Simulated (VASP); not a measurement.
# Si (I4_1/amd) in VASP: a series of runs

Runs on Si. Level: LDA. Tasks: single point.

Everything below comes from runs of VASP 6.6.1. Logs are shortened: lines on timing, memory, paths and dates and some standing lists are left out, and cuts for length are marked.

### 1 The cell of the first run

The structure is tetragonal, space group I4_1/amd (No. 141). Conventional cell: a = 4.616 Å, b = 4.616 Å, c = 2.782 Å, α = 90.00°, β = 90.00°, γ = 90.00°. Within 3.2 Å of Si (site symmetry -4m2) lie 10 Si at 2.41 to 3.11 Å.

### 2 Single point, LDA

INCAR

```
SYSTEM = Si
PREC = Accurate ; ENCUT = 520
EDIFF = 1E-6 ; ISMEAR = 0
SIGMA = 0.15 ; LREAL = .FALSE.
LASPH = .TRUE. ; NELM = 80
ALGO = Normal ; ISIF = 2
LWAVE = .FALSE. ; LCHARG = .FALSE.
GGA = CA ; NBANDS = 11
```

KPOINTS

```
regular mesh
0
G
  28 28 28
  0 0 0
```

POSCAR

```
Si
1.0
   -2.3079156719      2.3079156719      1.3909297809
    2.3079156719     -2.3079156719      1.3909297809
    2.3079156719      2.3079156719     -1.3909297809
Si
2
Direct
    0.2500000000      0.7500000000      0.5000000000
    0.5000000000      0.5000000000      0.0000000000
```

Potentials or basis: VASP PAW LDA potentials, release 64 (Si).

On the command line:

```sh
$ cat potpaw_LDA.64/Si/POTCAR > POTCAR
$ mpirun -np 1 vasp_std > vasp.out
```

OUTCAR:

```text
SYSTEM = Si
   PREC = Accurate
   ENCUT = 520
   EDIFF = 1E-6
   ISMEAR = 0
   LREAL = .FALSE.
   LASPH = .TRUE.
   NELM = 80
   ISIF = 2
   GGA = CA

 ion  position               nearest neighbor table
   1  0.250  0.750  0.500-   2 2.41   2 2.41   2 2.41   2 2.41   2 3.11   2 3.11   2 3.11   2 3.11

   2  0.500  0.500  0.000-   1 2.41   1 2.41   1 2.41   1 2.41   1 3.11   1 3.11   1 3.11   1 3.11

  LATTYP: Found a body centered tetragonal cell.
 ALAT       =     4.6158313438
 C/A-ratio  =     0.6026779045

  Lattice vectors:

 A1 = (  -2.3079156719,   2.3079156719,   1.3909297809)
 A2 = (   2.3079156719,  -2.3079156719,   1.3909297809)
 A3 = (   2.3079156719,   2.3079156719,  -1.3909297809)

Analysis of symmetry for initial positions (statically):
=====================================================================
 Subroutine PRICEL returns:
 Original cell was already a primitive cell.

 Routine SETGRP: Setting up the symmetry group for a
 body centered tetragonal supercell.

 Subroutine GETGRP returns: Found 16 space group operations
 (whereof  8 operations were pure point group operations)
 out of a pool of 16 trial point group operations.

The static configuration has the point symmetry D_2d.
 The point group associated with its full space group is D_4h.

Analysis of symmetry for dynamics (positions and initial velocities):
=====================================================================
 Subroutine PRICEL returns:
 Original cell was already a primitive cell.

 Routine SETGRP: Setting up the symmetry group for a
 body centered tetragonal supercell.

 Subroutine GETGRP returns: Found 16 space group operations
 (whereof  8 operations were pure point group operations)
 out of a pool of 16 trial point group operations.

The dynamic configuration has the point symmetry D_2d.
 The point group associated with its full space group is D_4h.

 Subroutine INISYM returns: Found 16 space group operations
 (whereof  8 operations are pure point group operations),
 and found     1 'primitive' translations

----------------------------------------------------------------------------------------

                                     Primitive cell

  volume of cell :      29.6350

  direct lattice vectors                    reciprocal lattice vectors
    -2.307915672  2.307915672  1.390929781     0.000000000  0.216645697  0.359471777
     2.307915672 -2.307915672  1.390929781     0.216645697  0.000000000  0.359471777
     2.307915672  2.307915672 -1.390929781     0.216645697  0.216645697  0.000000000

  length of vectors
     3.547905742  3.547905742  3.547905742     0.419708609  0.419708609  0.306383283

  position of ions in fractional coordinates (direct lattice)
     0.250000000  0.750000000  0.500000000
     0.500000000  0.500000000  0.000000000

  ion indices of the primitive-cell ions
   primitive index   ion index
                 1           1
                 2           2

----------------------------------------------------------------------------------------

 KPOINTS: regular mesh

Automatic generation of k-mesh.
 Grid dimensions read from file:
 generate k-points for:   28   28   28

 Generating k-lattice:

  Cartesian coordinates                     Fractional coordinates (reciprocal lattice)
     0.000000000  0.007737346  0.012838278     0.035714286  0.000000000  0.000000000
     0.007737346  0.000000000  0.012838278     0.000000000  0.035714286  0.000000000
     0.007737346  0.007737346  0.000000000     0.000000000  0.000000000  0.035714286

  Length of vectors
     0.014989593  0.014989593  0.010942260

  Shift w.r.t. Gamma in fractional coordinates (k-lattice)
     0.000000000  0.000000000  0.000000000

 Subroutine IBZKPT returns following result:
 ===========================================

 Found   1639 irreducible k-points:

 Following reciprocal coordinates:
            Coordinates               Weight
  0.000000  0.000000  0.000000      1.000000
  0.035714  0.000000  0.000000      8.000000
  0.071429  0.000000  0.000000      8.000000
  0.107143  0.000000 -0.000000      8.000000
  0.142857 -0.000000  0.000000      8.000000
  0.178571  0.000000  0.000000      8.000000
[... 16 lines left out ...]
  0.285714  0.035714  0.000000     16.000000
  0.321429  0.035714  0.000000     16.000000
 [... further k-points ...]
   k-points           NKPTS =   1639   k-points in BZ     NKDIM =   1639   number of bands    NBANDS=     11
   number of dos      NEDOS =    301   number of ions     NIONS =      2
   total plane-waves  NPLWV =  21952
   dimension x,y,z NGX =    28 NGY =   28 NGZ =   28
   dimension x,y,z NGXF=    56 NGYF=   56 NGZF=   56
   ions per type =               2
   NGX,Y,Z   is equivalent  to a cutoff of  13.12, 13.12, 13.12 a.u.
   NGXF,Y,Z  is equivalent  to a cutoff of  26.24, 26.24, 26.24 a.u.
 SYSTEM =  Si
   PREC   = accura    normal or accurate (medium, high low for compatibility)
   ISTART =      0    job   : 0-new  1-cont  2-samecut
   ICHARG =      2    charge: 1-file 2-atom 10-const
   ISPIN  =      1    spin polarized calculation?
   LNONCOLLINEAR =      F non collinear calculations
   LSORBIT =      F    spin-orbit coupling
   LASPH  =      T    aspherical Exc in radial PAW
   ENCUT  =  520.0 eV  38.22 Ry    6.18 a.u.   6.60  6.60  6.60*2*pi/ulx,y,z
   NELM   =     80;   NELMIN=  2; NELMDL= -5     # of ELM steps
   EDIFF  = 0.1E-05   stopping-criterion for ELM
   LREAL  =      F    real-space projection
   EDIFFG = 0.1E-04   stopping-criterion for IOM
   NSW    =      0    number of steps for IOM
   IBRION =     -1    ionic relax: 0-MD 1-quasi-New 2-CG
   NFREE  =      0    steps in history (QN), initial steepest desc. (CG)
   ISIF   =      2    stress and relaxation
   ISYM   =      2    0-nonsym 1-usesym 2-fastsym
   POTIM  = 0.5000    time-step for ionic-motion
   TEBEG  =    0.0;   TEEND  =   0.0 temperature during run
   PSTRESS=    0.0 pullay stress
   NELECT =       8.0000    total number of electrons
   NUPDOWN=      -1.0000    fix difference up-down
   EMIN   =  10.00;   EMAX   =-10.00  energy-range for DOS
   EFERMI =   0.00;   METHOD = LEGACY
   ISMEAR =     0;   SIGMA  =   0.15  broadening in eV -4-tet -1-fermi 0-gaus
   EFERMI_NEDOS =   21; number of points for ismear=-14 and -15
   IALGO  =     38    algorithm
   IMIX   =      4    mixing-type and parameters
     AMIX     =   0.40;   BMIX     =  1.00
     AMIX_MAG =   1.60;   BMIX_MAG =  1.00
  volume/ion in A,a.u.               =      14.82        99.99
  Fermi-wavevector in a.u.,A,eV,Ry     =   1.058043  1.999411 15.231097  1.119454
  Thomas-Fermi vector in A             =   2.193337
   LORBIT       =      0    0 simple, 1 ext, 2 COOP (PROOUT), +10 PAW based schemes
   GGA     = CA    functional components
   LHFCALC =     F    Hartree Fock is set to
   AEXX    =    0.0000 exact exchange contribution
   IVDW    =     0    specifies the selected vdW correction
   LEPSILON=     F    determine dielectric tensor
   LRPA    =     F    only Hartree local field effects (RPA)
 non-spin polarized calculation
 Gauss-broadening in eV      SIGMA  =   0.15
  energy-cutoff  :      520.00
  volume of cell :       29.64
 maximum number of plane-waves:       817
   NGX = 13   NGY = 13   NGZ = 13

 number of electron       8.0000000 magnetization

 Free energy of the ion-electron system (eV)
  ---------------------------------------------------
  ext. energy  EPLUGINS =         0.00000000
  ---------------------------------------------------
  free energy    TOTEN  =       -11.45730489 eV

  energy without entropy =      -11.44966222  energy(sigma->0) =      -11.45348355

 E-fermi :   9.4588     XC(G=0): -11.0931

 val. band max:        9.4585703291   @ k =  -0.1429  -0.2500   0.0357
 cond. band min:       9.4602439563   @ k =  -0.1786   0.3571   0.1071
 fundamental gap:      0.0016736272
 Fermi energy:         9.4588100575

 k-point     1 :       0.0000    0.0000    0.0000
  band No.  band energies     occupation
      1      -4.4742      2.00000
      2       7.4209      2.00000
      3       7.4209      2.00000
      4       8.7977      2.00000
      5      11.2821      0.00000
      6      16.1819      0.00000
      7      17.1669      0.00000
      8      18.6496      0.00000
      9      18.6496      0.00000
     10      19.8613      0.00000
     11      20.4092      0.00000

 k-point     2 :       0.0357    0.0000    0.0000
  band No.  band energies     occupation
      1      -4.4421      2.00000
      2       7.3156      2.00000
      3       7.3924      2.00000
      4       8.9545      2.00000
      5      11.3665      0.00000
      6      15.9551      0.00000
      7      16.8090      0.00000
      8      18.4459      0.00000
      9      18.4561      0.00000
     10      20.1065      0.00000
     11      20.2341      0.00000

 k-point     3 :       0.0714    0.0000    0.0000
  band No.  band energies     occupation
      1      -4.3458      2.00000
      2       7.0897      2.00000
      3       7.3161      2.00000
      4       9.3322      1.76734
      5      11.6091      0.00000
      6      15.3411      0.00000
      7      16.0083      0.00000
      8      17.9027      0.00000
      9      18.0193      0.00000
     10      19.6077      0.00000
     11      20.8075      0.00000
[... 267 lines left out ...]
 k-point    23 :       0.2857    0.0357    0.0000
  band No.  band energies     occupation
      1      -2.0371      2.00000
      2       6.1053      2.00000
      3       7.1644      2.00000
      4       7.8613      2.00000
      5      10.2243      0.00000
      6      12.1047      0.00000
      7      13.5707      0.00000
      8      15.1934      0.00000
      9      16.3917      0.00000
     10      16.8599      0.00000
     11      22.7147      0.00000

 k-point    24 :       0.3214    0.0357    0.0000
  band No.  band energies     occupation
      1      -1.4609      2.00000
      2       5.6084      2.00000
      3       6.9559      2.00000
      4       7.5962      2.00000
      5       9.5974      0.19127
      6      11.5744      0.00000
      7      13.8830      0.00000
      8      15.4242      0.00000
      9      16.6381      0.00000
     10      17.3827      0.00000
     11      23.1697      0.00000

 [... further k-points ...]

------------------------ aborting loop because EDIFF is reached ----------------------------------------

  FORCE on cell =-STRESS in cart. coord.  units (eV):
  Direction    XX          YY          ZZ          XY          YZ          ZX
  --------------------------------------------------------------------------------------
  -------------------------------------------------------------------------------------
  Total        0.8882753      0.8882753     -0.6221747      0.0000000      0.0000000      0.0000000
  in kB       48.0234229     48.0234229    -33.6370441      0.0000000      0.0000000      0.0000000
  external PRESSURE =      20.8032672 kB  Pullay stress =       0.0000000 kB

 VOLUME and BASIS-vectors are now :
 -----------------------------------------------------------------------------
  energy-cutoff  :      520.00
  volume of cell :       29.64
      direct lattice vectors                 reciprocal lattice vectors
    -2.307915672  2.307915672  1.390929781     0.000000000  0.216645697  0.359471777
     2.307915672 -2.307915672  1.390929781     0.216645697  0.000000000  0.359471777
     2.307915672  2.307915672 -1.390929781     0.216645697  0.216645697  0.000000000

 POSITION                                       TOTAL-FORCE (eV/Angst)
 -----------------------------------------------------------------------------------
      2.30792      0.00000      0.69546         0.000000      0.000000      0.000000
      0.00000      0.00000      1.39093        -0.000000     -0.000000     -0.000000
 -----------------------------------------------------------------------------------
    total drift:                                0.000000      0.000000      0.000000

  FREE ENERGIE OF THE ION-ELECTRON SYSTEM (eV)
  ---------------------------------------------------
  free  energy   TOTEN  =       -11.4573048869 eV

  energy  without entropy=      -11.4496622171  energy(sigma->0) =      -11.45348355
```

It took 6.6 min on 1 thread of Intel Xeon 8259CL, shared host; peak memory 0.49 GiB.

What came out:

- Free energy: -11.4573 eV
- Pressure: 2.1 GPa
- Band gap on the k mesh: zero (bands 4 and 5 overlap by 7.59 eV)

Stress tensor (GPa, compression positive):
```
 4.80  0.00  0.00
 0.00  4.80  0.00
 0.00  0.00 -3.36
```

Caveat: the stress differs along the axes, from -3 to 5 GPa.

(Part 1 of 2 ends here.)
